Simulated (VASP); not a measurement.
# ScAl9 in VASP: notebook

Runs on ScAl9. Level: PBE. Tasks: single point.

All numbers are computed with VASP 6.6.1; they aren't measurements. Logs are shortened: lines on timing, memory, paths and dates and some standing lists are left out, and cuts for length are marked.

## 1. The cell of the first run

The cell holds an amorphous packing of atoms, 20 atoms: a = 7.447 Å, b = 6.678 Å, c = 7.103 Å, α = 91.08°, β = 90.86°, γ = 90.21°.

## 2. Single point, PBE

File INCAR:

```
SYSTEM = ScAl9
ALGO = Normal
EDIFF = 1E-7
ENCUT = 520
GGA = PE
ISIF = 2
ISMEAR = -1
ISYM = 0
LASPH = .True.
LCHARG = .False.
LREAL = Auto
LWAVE = .False.
NBANDS = 54
NELM = 80
PREC = Accurate
SIGMA = 0.05
```

File KPOINTS:

```
Automatic mesh
0
Gamma
  1 1 1
  0.25 0.25 0.25
```

File POSCAR:

```
ScAl9
1.0
    7.4469130000     -0.0134000000     -0.0543370000
   -0.0134000000      6.6775230000     -0.0651690000
   -0.0543370000     -0.0651690000      7.1022430000
Al Sc
18 2
Direct
    0.4882992138      0.7320270304      0.5197121788
    0.2926003313      0.4205978273      0.3960137613
    0.5073147168      0.9882759857      0.9713760734
    0.4989094272      0.5995667213      0.1271491844
    0.2904745452      0.6428356980      0.8418696002
    0.7495328885      0.2952219444      0.0932741512
    0.8017930665      0.0516212771      0.6763988696
    0.2888776668      0.9223517129      0.2652766858
    0.0417292480      0.5654675702      0.1594091329
    0.2519376026      0.2704445135      0.0465327830
    0.9950760921      0.1686033583      0.3609658473
    0.5436018877      0.3493910021      0.7786246061
    0.0106506638     -0.0385414291      0.9611318592
    0.7362390887      0.7171054708      0.8531613280
   -0.0142416561      0.3970611613      0.8116569976
    0.7678039195      0.4806806892      0.4761740258
    0.7581293433      0.8706616335      0.2408376652
    0.5601139648      0.1597781510      0.4060941726
    0.0458473076      0.7445900717      0.5228555818
    0.2304176716      0.0823438564      0.6705549883
```

Potentials or basis: VASP PAW PBE potentials, release 64 (Al, Sc_sv).

On the command line:

```sh
> cat potpaw_PBE.64/Al/POTCAR potpaw_PBE.64/Sc_sv/POTCAR > POTCAR
> mpirun -np 1 vasp_std > vasp.out
```

OUTCAR:

```text
SYSTEM = ScAl9
   EDIFF = 1E-7
   ENCUT = 520
   GGA = PE
   ISIF = 2
   ISMEAR = -1
   ISYM = 0
   LASPH = .True.
   LREAL = Auto
   NELM = 80
   PREC = Accurate

 ion  position               nearest neighbor table
   1  0.488  0.732  0.520-   2 2.66   8 2.67  16 2.70   5 2.81   4 2.91  14 2.98  17 3.00  18 3.03
                            12 3.20  20 3.21  19 3.30   7 3.32
   2  0.293  0.421  0.396-  18 2.65   1 2.66  10 2.67   9 2.69   4 2.76  11 2.78  19 2.98  20 3.05
                            12 3.32
   3  0.507  0.988  0.971-  14 2.63   8 2.71  10 2.73  17 2.78  12 2.81   6 2.84   4 2.84   5 2.94
                            20 3.02   7 3.09  18 3.29
   4  0.499  0.600  0.127-   5 2.56  17 2.74   2 2.76  14 2.77   6 2.77   8 2.84   3 2.84  10 2.90
                             1 2.91  12 2.98  16 3.27
   5  0.290  0.643  0.842-   4 2.56  12 2.76  15 2.80   1 2.81  10 2.92   3 2.94  19 2.98   9 2.99
                            13 3.10  20 3.23  14 3.35
   6  0.750  0.295  0.093-  12 2.72  11 2.76   4 2.77  15 2.78  18 2.81   3 2.84   9 2.85  16 2.97
                            17 3.04  13 3.10  14 3.32
   7  0.802  0.052  0.676-  13 2.61  14 2.63  18 2.72  11 2.80  15 2.82  12 2.86  19 2.95   3 3.09
                            20 3.20  16 3.23  17 3.31   1 3.32
   8  0.289  0.922  0.265-   1 2.67   3 2.71  18 2.73  11 2.83  10 2.83   4 2.84  19 2.86  13 2.99
                             9 3.08  20 3.09
   9  0.042  0.565  0.159-  10 2.64   2 2.69  15 2.72  19 2.82   6 2.85   5 2.99  17 3.00  13 3.03
                            11 3.06   8 3.08  16 3.12  14 3.30
  10  0.252  0.270  0.047-   9 2.64   2 2.67  15 2.72   3 2.73  13 2.78   8 2.83   4 2.90   5 2.92
                            20 2.93  12 2.96  11 3.05
  11  0.995  0.169  0.361-   6 2.76  17 2.77   2 2.78   7 2.80  16 2.81   8 2.83  20 2.86  10 3.05
                             9 3.06  19 3.10  13 3.14  18 3.26
  12  0.544  0.349  0.779-   6 2.72   5 2.76   3 2.81   7 2.86  14 2.88  16 2.89  18 2.92  10 2.96
                             4 2.98  20 3.01   1 3.20  15 3.31   2 3.32
  13  0.011  0.961  0.961-   7 2.61  14 2.70  20 2.78  10 2.78  17 2.83   8 2.99   9 3.03   5 3.10
                             6 3.10  15 3.12  11 3.14
  14  0.736  0.717  0.853-   3 2.63   7 2.63  13 2.70   4 2.77  15 2.85  12 2.88  17 2.92   1 2.98
                            16 3.10   9 3.30  19 3.32   6 3.32   5 3.35
  15  0.986  0.397  0.812-  10 2.72   9 2.72   6 2.78   5 2.80   7 2.82  14 2.85  16 2.93  20 2.96
                            13 3.12  19 3.16  12 3.31
  16  0.768  0.481  0.476-  18 2.67   1 2.70  19 2.73  11 2.81  12 2.89  15 2.93   6 2.97  14 3.10
                             9 3.12  17 3.12   7 3.23   4 3.27
  17  0.758  0.871  0.241-  18 2.70   4 2.74  11 2.77   3 2.78  13 2.83  14 2.92   9 3.00   1 3.00
                             6 3.04  19 3.04  16 3.12   7 3.31
  18  0.560  0.160  0.406-   2 2.65  16 2.67  17 2.70   7 2.72   8 2.73   6 2.81  12 2.92   1 3.03
                            20 3.16  11 3.26   3 3.29
  19  0.046  0.745  0.523-  16 2.73  20 2.81   9 2.82   8 2.86   7 2.95   5 2.98   2 2.98  17 3.04
                            11 3.10  15 3.16   1 3.30  14 3.32
  20  0.230  0.082  0.671-  13 2.78  19 2.81  11 2.86  10 2.93  15 2.96  12 3.01   3 3.02   2 3.05
                             8 3.09  18 3.16   7 3.20   1 3.21   5 3.23
[... 129 lines left out ...]
     AMIX     =   0.40;   BMIX     =  1.00
     AMIX_MAG =   1.60;   BMIX_MAG =  1.00
  volume/ion in A,a.u.               =      17.66       119.15
  Fermi-wavevector in a.u.,A,eV,Ry     =   0.981082  1.853976 13.095901  0.962522
  Thomas-Fermi vector in A             =   2.112061
   LORBIT       =      0    0 simple, 1 ext, 2 COOP (PROOUT), +10 PAW based schemes
   GGA     = PE    functional components
   LHFCALC =     F    Hartree Fock is set to
   AEXX    =    0.0000 exact exchange contribution
   IVDW    =     0    specifies the selected vdW correction
   LEPSILON=     F    determine dielectric tensor
   LRPA    =     F    only Hartree local field effects (RPA)
 non-spin polarized calculation
  energy-cutoff  :      520.00
  volume of cell :      353.12
 maximum number of plane-waves:      9517
 NGX is ok and might be reduce to    56
   NGX = 27   NGY = 25   NGZ = 27

 number of electron      76.0000001 magnetization

 Free energy of the ion-electron system (eV)
  ---------------------------------------------------
  ext. energy  EPLUGINS =         0.00000000
  ---------------------------------------------------
  free energy    TOTEN  =       -79.88061357 eV

  energy without entropy =      -79.80328173  energy(sigma->0) =      -79.84194765

 E-fermi :   7.0400     XC(G=0): -10.0650

 val. band max:        6.9441592254   @ k =   0.2500   0.2500   0.2500
 cond. band min:       7.1356226972   @ k =   0.2500   0.2500   0.2500
 fundamental gap:      0.1914634718
 Fermi energy:         7.0399825440

 k-point     1 :       0.2500    0.2500    0.2500
  band No.  band energies     occupation
      1     -42.2714      2.00000
      2     -42.2132      2.00000
      3     -21.1432      2.00000
      4     -20.9912      2.00000
      5     -20.9247      2.00000
      6     -20.9120      2.00000
[... 42 lines left out ...]
     49       9.0168      0.00000
     50       9.2776      0.00000
 [bands above 50 left out]

------------------------ aborting loop because EDIFF is reached ----------------------------------------

  FORCE on cell =-STRESS in cart. coord.  units (eV):
  Direction    XX          YY          ZZ          XY          YZ          ZX
  --------------------------------------------------------------------------------------
  -------------------------------------------------------------------------------------
  Total        9.9945622     -5.3062484      2.5804196      4.1794569     -9.7090808     14.7391904
  in kB       45.3473573    -24.0755258     11.7078876     18.9630443    -44.0520703     66.8746984
  external PRESSURE =      10.9932397 kB  Pullay stress =       0.0000000 kB

 VOLUME and BASIS-vectors are now :
 -----------------------------------------------------------------------------
  energy-cutoff  :      520.00
  volume of cell :      353.12
      direct lattice vectors                 reciprocal lattice vectors
     7.446913000 -0.013400000 -0.054337000     0.134291848  0.000279540  0.001029989
    -0.013400000  6.677523000 -0.065169000     0.000279540  0.149770124  0.001376404
    -0.054337000 -0.065169000  7.102243000     0.001029989  0.001376404  0.140821099

 POSITION                                       TOTAL-FORCE (eV/Angst)
 -----------------------------------------------------------------------------------
      3.59827      4.84771      3.61688         0.063664      0.507449      0.201402
      2.15182      2.77882      2.76928        -0.196063     -0.193635      0.053044
      3.71190      6.52913      6.80698         0.145853      0.062919     -0.056958
      3.70039      3.98865      0.83686         0.171078     -0.126699      0.609814
      2.10878      4.23379      5.92149        -0.476532      0.214476     -0.469060
      5.57268      1.95523      0.60249         0.170832     -0.212570      0.106517
[... 12 lines left out ...]
      0.30303      4.93733      3.66243         0.093945     -0.104378      0.404575
      1.67836      0.50307      4.74456         0.989181      0.230207      0.043522
 -----------------------------------------------------------------------------------
    total drift:                               -0.009643     -0.004492      0.012067

  FREE ENERGIE OF THE ION-ELECTRON SYSTEM (eV)
  ---------------------------------------------------
  free  energy   TOTEN  =       -79.8806135722 eV

  energy  without entropy=      -79.8032817302  energy(sigma->0) =      -79.84194765
```

OSZICAR:

```text
N       E                     dE             d eps       ncg     rms          rms(c)
DAV:   1     0.511089065301E+03    0.51109E+03   -0.28547E+04   124   0.119E+03
DAV:   2    -0.106148522338E+02   -0.52170E+03   -0.50309E+03   108   0.340E+02
DAV:   3    -0.783592036899E+02   -0.67744E+02   -0.62637E+02   168   0.102E+02
DAV:   4    -0.828767564859E+02   -0.45176E+01   -0.44426E+01   184   0.286E+01
DAV:   5    -0.829265594047E+02   -0.49803E-01   -0.49592E-01   160   0.383E+00    0.115E+01
DAV:   6    -0.805368124874E+02    0.23897E+01   -0.14286E+01   184   0.212E+01    0.568E+00
DAV:   7    -0.801300833134E+02    0.40673E+00   -0.51305E+00   176   0.137E+01    0.399E+00
DAV:   8    -0.798931468121E+02    0.23694E+00   -0.79315E-01   168   0.599E+00    0.854E-01
DAV:   9    -0.798829621289E+02    0.10185E-01   -0.58815E-02   160   0.135E+00    0.406E-01
DAV:  10    -0.798812147433E+02    0.17474E-02   -0.16742E-02   176   0.889E-01    0.201E-01
DAV:  11    -0.798806890331E+02    0.52571E-03   -0.20754E-03   176   0.406E-01    0.114E-01
DAV:  12    -0.798806358045E+02    0.53229E-04   -0.91665E-04   176   0.242E-01    0.622E-02
DAV:  13    -0.798806178705E+02    0.17934E-04   -0.24628E-04   184   0.118E-01    0.221E-02
DAV:  14    -0.798806137400E+02    0.41305E-05   -0.23242E-05   184   0.350E-02    0.939E-03
DAV:  15    -0.798806139712E+02   -0.23118E-06   -0.38623E-06   184   0.112E-02    0.250E-03
DAV:  16    -0.798806136453E+02    0.32585E-06   -0.17323E-07    96   0.391E-03    0.127E-03
DAV:  17    -0.798806135722E+02    0.73162E-07   -0.13287E-07    80   0.232E-03
   1 F= -.79880614E+02 E0= -.79841948E+02  d E =-.773318E-01
```

It took 55 s on 1 thread of AMD EPYC 7R43 (Zen 3), shared host; peak memory 0.31 GiB.

Results:

- Free energy: -79.8806 eV
- Pressure: 1.1 GPa
- Largest force: 1.017 eV/Å
- Band gap on the k mesh: 0.19 eV

Forces in eV/Å, atoms in the order of the input:
```
Al   0.064  0.507  0.201
Al  -0.196 -0.194  0.053
Al   0.146  0.063 -0.057
Al   0.171 -0.127  0.610
Al  -0.477  0.214 -0.469
Al   0.171 -0.213  0.107
Al  -0.069  0.726 -0.187
Al  -0.189  0.002  0.031
Al  -0.475  0.096 -0.043
Al   0.087  0.121 -0.181
Al   0.132  0.139 -0.343
Al   0.015  0.087 -0.215
Al   0.145  0.071  0.604
Al  -0.061 -0.963 -0.071
Al  -0.314 -0.237 -0.107
Al  -0.269 -0.109 -0.217
Al   0.112 -0.349 -0.252
Al  -0.074  0.038  0.089
Sc   0.094 -0.104  0.405
Sc   0.989  0.230  0.044
```

Caveat: the k points lie up to 0.94 Å⁻¹ apart.

## 3. Single point, PBE

File INCAR:

```
SYSTEM = ScAl9
PREC     = Accurate       ! precision mode
ENCUT    = 520            ! plane-wave cutoff, eV
EDIFF    = 1E-7           ! SCF threshold, eV
ISMEAR   = -1             ! smearing method
SIGMA    = 0.05           ! smearing width, eV
LREAL    = Auto         
LASPH    = .True.         ! aspherical terms in the spheres
NELM     = 80             ! most SCF steps
ALGO     = Normal         ! electronic algorithm
ISIF     = 2              ! what is computed and relaxed
LWAVE    = .False.        ! write WAVECAR
LCHARG   = .True.         ! write CHGCAR
GGA      = PE             ! functional
LELF     = .True.         ! ELF
LVHAR    = .True.       
ISYM     = 0            
NBANDS   = 54             ! bands
```

KPOINTS is that of step 2.

File POSCAR:

```
ScAl9
1.0
    7.4469130000     -0.0134000000     -0.0543370000
   -0.0134000000      6.6775230000     -0.0651690000
   -0.0543370000     -0.0651690000      7.1022430000
Al Sc
18 2
Direct
    0.4953618658      0.7580002559      0.5402306844
    0.2716482545      0.4249547808      0.4009150953
    0.5078985617      0.9801316433      0.9608671350
    0.4970141349      0.5410585760      0.1443185629
    0.2788788027      0.6315457896      0.8474974237
    0.7543844453      0.2549130740      0.0631153310
    0.7957632551      0.0714626390      0.6544551541
    0.2911991307      0.8488030488      0.2300758413
    0.0203900937      0.5349103047      0.1500350673
    0.2573653999      0.2777642840      0.0153247480
    1.0272023451      0.1532806894      0.3284048776
    0.5319764067      0.3850594294      0.6992697856
    0.0077652860     -0.0595253891      0.9341525955
    0.7213231555      0.6881546832      0.9044943814
   -0.0359971500      0.4126542320      0.7587424545
    0.7539546935      0.4715165563      0.4284499838
    0.7536313348      0.8420161752      0.2611474175
    0.5538737736      0.1474885918      0.3727010641
    0.0220497241      0.7617441263      0.5353075386
    0.2403684555      0.0941368064      0.6581618937
```

Potentials or basis: VASP PAW PBE potentials, release 64 (Al, Sc_sv).

On the command line:

```sh
> cat potpaw_PBE.64/Al/POTCAR potpaw_PBE.64/Sc_sv/POTCAR > POTCAR
> mpirun -np 1 vasp_std > vasp.out
```

It took 62 s on 1 thread of AMD EPYC 7R43 (Zen 3), shared host; peak memory 0.31 GiB.

Results (log left out):

```yaml
Free_energy: -79.5276 eV
Pressure: 1.1 GPa
Largest_force: 1.176 eV/Å
Band_gap_on_the_k_mesh: 0.14 eV
```

Forces in eV/Å, atoms in the order of the input:
```
Al  -0.189 -0.097  0.043
Al   0.053  0.497  0.030
Al   0.121  0.320 -0.122
Al   0.297  0.088  0.349
Al  -0.380  0.476 -0.317
Al   0.417 -0.041 -0.186
Al  -0.168  0.358  0.413
Al  -0.482 -0.035  0.703
Al  -0.186  0.290  0.177
Al  -0.393 -0.257  0.266
Al  -0.572 -0.063 -0.439
Al   0.038 -0.385  0.788
Al  -0.086  0.310  0.519
Al   0.439 -0.549 -0.942
Al   0.105 -0.396  0.505
Al   0.537  0.046 -0.241
Al   0.075  0.213 -0.633
Al  -0.622  0.153 -0.326
Sc   0.653 -0.506 -0.442
Sc   0.343 -0.422 -0.147
```

Stress tensor (GPa, compression positive):
```
 5.86  3.38  4.84
 3.38 -2.80 -4.65
 4.84 -4.65  0.32
```

Levels at points of the mesh, in eV from the valence-band top:
```
           k point  band 35  band 36  band 37  band 38  band 39  band 40  band 41  band 42
(0.25, 0.25, 0.25)    -0.71    -0.38    -0.19     0.00     0.14     0.49     0.72     1.01
```

Caveat: the k points lie up to 0.94 Å⁻¹ apart.

## 4. Single point, PBE

File INCAR:

```
SYSTEM = ScAl9
  ALGO = Normal
  EDIFF = 1E-6
  ENCUT = 520
  GGA = PE
  ISIF = 2
  ISMEAR = -1
  ISYM = 0
  LASPH = .TRUE.
  LCHARG = .FALSE.
  LREAL = Auto
  LWAVE = .FALSE.
  NBANDS = 54
  NELM = 60
  PREC = Accurate
  SIGMA = 0.05
```

KPOINTS is that of step 3.

File POSCAR:

```
ScAl9
1.0
    7.4469130000     -0.0134000000     -0.0543370000
   -0.0134000000      6.6775230000     -0.0651690000
   -0.0543370000     -0.0651690000      7.1022430000
Al Sc
18 2
Direct
    0.5371075080      0.7186868337      0.5354635026
    0.2777701343      0.4328030006      0.4035641324
    0.5164709688      0.9646964472      0.9639553006
    0.5221771627      0.5560023871      0.1245462398
    0.2550854779      0.6751501653      0.8533292146
    0.7900678972      0.2630661753      0.0464105042
    0.7779485054      0.0748628733      0.6486680513
    0.2901973321      0.8492621983      0.2764998354
    0.0063658137      0.5473354618      0.1583702788
    0.2583905314      0.2856319914      0.0239494083
    1.0040601268      0.1399578894      0.3319464753
    0.5470780971      0.3461157495      0.7689243525
    0.0004885301     -0.0358598060      0.9293954878
    0.7596631658      0.6489933451      0.8274103075
    0.0156620884      0.3771947356      0.7771279347
    0.7733112758      0.4087146327      0.4133098429
    0.7695950698      0.8514083633      0.2043664120
    0.5382655961      0.1395851241      0.3059908483
   -0.0065541861      0.7489419278      0.5168066851
    0.2592760834      0.0502012551      0.6539878810
```

On the command line:

```sh
> cat potpaw_PBE.64/Al/POTCAR potpaw_PBE.64/Sc_sv/POTCAR > POTCAR
> mpirun -np 1 vasp_std > vasp.out
```

Wall time 45 s (1 thread of AMD EPYC 7R43 (Zen 3), shared host); peak memory 0.31 GiB.

Results (log left out):

| Property | Result |
| --- | --- |
| Free energy | -79.9002 eV |
| Pressure | 1.2 GPa |
| Largest force | 1.160 eV/Å |
| Band gap on the k mesh | 0.08 eV |

Forces in eV/Å, atoms in the order of the input:
```
Al  -0.062  0.015 -0.192
Al  -0.044 -0.184  0.059
Al  -0.057 -0.035 -0.157
Al  -0.063 -0.024  0.100
Al   0.291 -0.518  0.027
Al  -0.593 -0.334 -0.178
Al  -0.077 -0.133  0.040
Al  -0.143 -0.337 -0.140
Al   0.859  0.028 -0.189
Al   0.164 -0.213  0.184
Al   1.049  0.003 -0.114
Al  -0.888  0.075 -0.553
Al   0.158  0.091 -0.045
Al  -0.115  0.484  0.494
Al  -0.138  0.203 -0.486
Al  -0.391  0.882  0.644
Al  -0.323 -0.375 -0.267
Al  -0.497  0.178  0.501
Sc   0.170 -0.231  0.327
Sc   0.700  0.425 -0.056
```

Stress tensor (GPa, compression positive):
```
 5.77  3.39  4.81
 3.39 -1.73 -2.41
 4.81 -2.41 -0.30
```

Levels at points of the mesh, in eV from the valence-band top:
| k point | band 34 | band 35 | band 36 | band 37 | band 38 | band 39 | band 40 | band 41 | band 42 | band 43 |
| --- | --- | --- | --- | --- | --- | --- | --- | --- | --- | --- |
| (0.25, 0.25, 0.25) | -0.90 | -0.74 | -0.42 | -0.27 | 0.00 | 0.08 | 0.47 | 0.60 | 0.85 | 1.01 |

Caveat: the k points lie up to 0.94 Å⁻¹ apart.
